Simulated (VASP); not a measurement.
# KPt (P-6m2) in VASP: notebook

The runs below take KPt through single point, with PBE, BLYP.

Program: VASP 6.6.1. These are calculated values, not measurements. Logs are shortened: lines on timing, memory, paths and dates and some standing lists are left out, and cuts for length are marked.

## Step 1: The cell of the first run

It takes space group P-6m2 (No. 187, hexagonal). Conventional cell: a = 3.001 Å, b = 3.001 Å, c = 5.346 Å, α = 90.00°, β = 90.00°, γ = 120.00°. Pt (site symmetry -6m2) has 6 Pt at 3.00 Å and 6 K at 3.19 Å within 4.0 Å. K (site symmetry -6m2) has 6 K at 3.00 Å and 6 Pt at 3.19 Å within 4.0 Å.

## Step 2: Single point, PBE

The input, INCAR:

```
SYSTEM = KPt
PREC = Accurate
ENCUT = 520
EDIFF = 1E-7
ISMEAR = -1
SIGMA = 0.05
LREAL = .FALSE.
LASPH = .TRUE.
NELM = 100
ALGO = Fast
ISIF = 2
LWAVE = .FALSE.
LCHARG = .TRUE.
GGA = PE
LELF = .TRUE.
LVHAR = .TRUE.
NBANDS = 16
```

The input, KPOINTS:

```
Automatic mesh
0
G
  10 10 5
  0 0 0
```

The input, POSCAR:

```
KPt
1.0
    3.0008472788      0.0000000000      0.0000000000
   -1.5004236394      2.5988099763      0.0000000000
    0.0000000000      0.0000000000      5.3455780000
Pt K
1 1
Direct
    0.6666666667      0.3333333333      0.0000000000
    0.0000000000      0.0000000000      0.5000000000
```

Potentials or basis: VASP PAW PBE potentials, release 64 (Pt, K_sv).

The run is started by

```
$ cat potpaw_PBE.64/Pt/POTCAR potpaw_PBE.64/K_sv/POTCAR > POTCAR
$ mpirun -np 1 vasp_std > vasp.out
```

OUTCAR:

```text
SYSTEM = KPt
   PREC = Accurate
   ENCUT = 520
   EDIFF = 1E-7
   ISMEAR = -1
   LREAL = .FALSE.
   LASPH = .TRUE.
   NELM = 100
   ISIF = 2
   GGA = PE

 ion  position               nearest neighbor table
   1  0.667  0.333  0.000-   2 3.19   2 3.19   2 3.19   2 3.19   2 3.19   2 3.19
   2  0.000  0.000  0.500-   1 3.19   1 3.19   1 3.19   1 3.19   1 3.19   1 3.19

  LATTYP: Found a hexagonal cell.
 ALAT       =     3.0008472788
 C/A-ratio  =     1.7813562315

  Lattice vectors:

 A1 = (   3.0008472788,   0.0000000000,   0.0000000000)
 A2 = (  -1.5004236394,   2.5988099763,   0.0000000000)
 A3 = (   0.0000000000,   0.0000000000,   5.3455780000)

Analysis of symmetry for initial positions (statically):
=====================================================================
 Subroutine PRICEL returns:
 Original cell was already a primitive cell.

 Routine SETGRP: Setting up the symmetry group for a
 hexagonal supercell.

 Subroutine GETGRP returns: Found 12 space group operations
 (whereof 12 operations were pure point group operations)
 out of a pool of 24 trial point group operations.

The static configuration has the point symmetry D_3h.

Analysis of symmetry for dynamics (positions and initial velocities):
=====================================================================
 Subroutine PRICEL returns:
 Original cell was already a primitive cell.

 Routine SETGRP: Setting up the symmetry group for a
 hexagonal supercell.

 Subroutine GETGRP returns: Found 12 space group operations
 (whereof 12 operations were pure point group operations)
 out of a pool of 24 trial point group operations.

The dynamic configuration has the point symmetry D_3h.

 Subroutine INISYM returns: Found 12 space group operations
 (whereof 12 operations are pure point group operations),
 and found     1 'primitive' translations

----------------------------------------------------------------------------------------

                                     Primitive cell

  volume of cell :      41.6882

  direct lattice vectors                    reciprocal lattice vectors
     3.000847279  0.000000000  0.000000000     0.333239218  0.192395752  0.000000000
    -1.500423639  2.598809976  0.000000000     0.000000000  0.384791504  0.000000000
     0.000000000  0.000000000  5.345578000     0.000000000  0.000000000  0.187070509

  length of vectors
     3.000847279  3.000847279  5.345578000     0.384791504  0.384791504  0.187070509

  position of ions in fractional coordinates (direct lattice)
     0.666666667  0.333333333  0.000000000
[... 79 lines left out ...]
   LREAL  =      F    real-space projection
   EDIFFG = 0.1E-05   stopping-criterion for IOM
   NSW    =      0    number of steps for IOM
   IBRION =     -1    ionic relax: 0-MD 1-quasi-New 2-CG
   NFREE  =      0    steps in history (QN), initial steepest desc. (CG)
   ISIF   =      2    stress and relaxation
   ISYM   =      2    0-nonsym 1-usesym 2-fastsym
   POTIM  = 0.5000    time-step for ionic-motion
   TEBEG  =    0.0;   TEEND  =   0.0 temperature during run
   PSTRESS=    0.0 pullay stress
   NELECT =      19.0000    total number of electrons
   NUPDOWN=      -1.0000    fix difference up-down
   EMIN   =  10.00;   EMAX   =-10.00  energy-range for DOS
   EFERMI =   0.00;   METHOD = LEGACY
   ISMEAR =    -1;   SIGMA  =   0.05  broadening in eV -4-tet -1-fermi 0-gaus
   EFERMI_NEDOS =   21; number of points for ismear=-14 and -15
   IALGO  =     68    algorithm
   IMIX   =      4    mixing-type and parameters
     AMIX     =   0.40;   BMIX     =  1.00
     AMIX_MAG =   1.60;   BMIX_MAG =  1.00
  volume/ion in A,a.u.               =      20.84       140.66
  Fermi-wavevector in a.u.,A,eV,Ry     =   1.259858  2.380787 21.595748  1.587243
  Thomas-Fermi vector in A             =   2.393397
   LORBIT       =      0    0 simple, 1 ext, 2 COOP (PROOUT), +10 PAW based schemes
   GGA     = PE    functional components
   LHFCALC =     F    Hartree Fock is set to
   AEXX    =    0.0000 exact exchange contribution
   IVDW    =     0    specifies the selected vdW correction
   LEPSILON=     F    determine dielectric tensor
   LRPA    =     F    only Hartree local field effects (RPA)
 non-spin polarized calculation
 RMM-DIIS sequential band-by-band and
  energy-cutoff  :      520.00
  volume of cell :       41.69
 maximum number of plane-waves:      1147
 NGX is ok and might be reduce to    24
   NGX = 11   NGY = 11   NGZ = 19

 number of electron      19.0000002 magnetization

 Free energy of the ion-electron system (eV)
  ---------------------------------------------------
  ext. energy  EPLUGINS =         0.00000000
  ---------------------------------------------------
  free energy    TOTEN  =        -6.58023316 eV

  energy without entropy =       -6.56809357  energy(sigma->0) =       -6.57416336

 E-fermi :   5.4523     XC(G=0): -10.6164

 val. band max:        5.4376283176   @ k =   0.3000   0.1000   0.2000
 cond. band min:       5.4761451016   @ k =   0.3000   0.1000   0.4000
 fundamental gap:      0.0385167840
 Fermi energy:         5.4523036842

 k-point     1 :       0.0000    0.0000    0.0000
  band No.  band energies     occupation
      1     -26.8399      2.00000
      2     -10.0988      2.00000
      3      -9.2089      2.00000
      4      -9.2089      2.00000
      5      -0.9293      2.00000
      6       2.1760      2.00000
[... 433 lines left out ...]
      3      -9.8273      2.00000
      4      -9.6161      2.00000
      5       1.3473      2.00000
      6       2.2464      2.00000
[... 8 lines left out ...]
     15      13.7907      0.00000
     16      14.3161      0.00000

 [... further k-points ...]

------------------------ aborting loop because EDIFF is reached ----------------------------------------

  FORCE on cell =-STRESS in cart. coord.  units (eV):
  Direction    XX          YY          ZZ          XY          YZ          ZX
  --------------------------------------------------------------------------------------
  -------------------------------------------------------------------------------------
  Total        0.0555650      0.0555650      0.2853476      0.0000000      0.0000000      0.0000000
  in kB        2.1354949      2.1354949     10.9665922      0.0000000      0.0000000      0.0000000
  external PRESSURE =       5.0791940 kB  Pullay stress =       0.0000000 kB

 VOLUME and BASIS-vectors are now :
 -----------------------------------------------------------------------------
  energy-cutoff  :      520.00
  volume of cell :       41.69
      direct lattice vectors                 reciprocal lattice vectors
     3.000847279  0.000000000  0.000000000     0.333239218  0.192395752  0.000000000
    -1.500423639  2.598809976  0.000000000     0.000000000  0.384791504  0.000000000
     0.000000000  0.000000000  5.345578000     0.000000000  0.000000000  0.187070509

 POSITION                                       TOTAL-FORCE (eV/Angst)
 -----------------------------------------------------------------------------------
      1.50042      0.86627      0.00000        -0.000000     -0.000000      0.000000
      0.00000      0.00000      2.67279         0.000000      0.000000      0.000000
 -----------------------------------------------------------------------------------
    total drift:                               -0.000000      0.000000      0.000000

  FREE ENERGIE OF THE ION-ELECTRON SYSTEM (eV)
  ---------------------------------------------------
  free  energy   TOTEN  =        -6.5802331572 eV

  energy  without entropy=       -6.5680935728  energy(sigma->0) =       -6.57416336
```

OSZICAR:

```text
N       E                     dE             d eps       ncg     rms          rms(c)
DAV:   1     0.115417136040E+03    0.11542E+03   -0.93227E+03  1344   0.110E+03
DAV:   2    -0.246400133021E+01   -0.11788E+03   -0.11118E+03  1736   0.288E+02
DAV:   3    -0.689144921765E+01   -0.44274E+01   -0.43932E+01  2288   0.447E+01
[... 13 lines left out ...]
RMM:  17    -0.658023219789E+01   -0.29604E-06   -0.19789E-06  1755   0.607E-03    0.952E-03
RMM:  18    -0.658023245046E+01   -0.25256E-06   -0.10319E-06  1679   0.489E-03    0.638E-03
RMM:  19    -0.658023287754E+01   -0.42708E-06   -0.67886E-07  1745   0.458E-03    0.265E-03
RMM:  20    -0.658023302732E+01   -0.14979E-06   -0.31905E-07  1229   0.284E-03    0.116E-03
RMM:  21    -0.658023322318E+01   -0.19585E-06   -0.19389E-07  1207   0.245E-03    0.166E-03
RMM:  22    -0.658023315719E+01    0.65983E-07   -0.79603E-08   939   0.147E-03
   1 F= -.65802332E+01 E0= -.65741634E+01  d E =-.121396E-01
```

stdout:

```text
POSCAR found type information on POSCAR PtK
 POSCAR found :  2 types and       2 ions
 scaLAPACK will be used
 LDA part: xc-table for (Slater+PW92), standard interpolation
 POSCAR, INCAR and KPOINTS ok, starting setup
 FFT: planning ... GRIDC
 FFT: planning ... GRID_SOFT
 FFT: planning ... GRID
 WAVECAR not read
 entering main loop
WARNING in EDDRMM: call to ZHEGV failed, returncode =   6  3     10
 num prob WARNING in EDDRMM: call to ZHEGV failed, returncode =   6  3      5
 num prob  num prob  num prob RMM:  17    -0.658023219789E+01   -0.29604E-06   -0.19789E-06  1755   0.607E-03    0.952E-03
 num prob RMM:  18    -0.658023245046E+01   -0.25256E-06   -0.10319E-06  1679   0.489E-03    0.638E-03
 num prob WARNING in EDDRMM: call to ZHEGV failed, returncode =   6  3     14
 num prob RMM:  20    -0.658023302732E+01   -0.14979E-06   -0.31905E-07  1229   0.284E-03    0.116E-03
 num prob RMM:  21    -0.658023322318E+01   -0.19585E-06   -0.19389E-07  1207   0.245E-03    0.166E-03
 num prob  num prob  num prob RMM:  22    -0.658023315719E+01    0.65983E-07   -0.79603E-08   939   0.147E-03
```

It took 47 s on 1 thread of Intel Xeon Platinum 8259CL at 2.50GHz (Skylake/Cascade Lake), shared host; peak memory 0.17 GiB.

Results:

| Property | Result |
| --- | --- |
| Free energy | -6.5802 eV |
| Pressure | 0.5 GPa |

Caveat: spin-orbit coupling is left out, which moves the levels of the heavy elements.

[end of part 1 of 2]
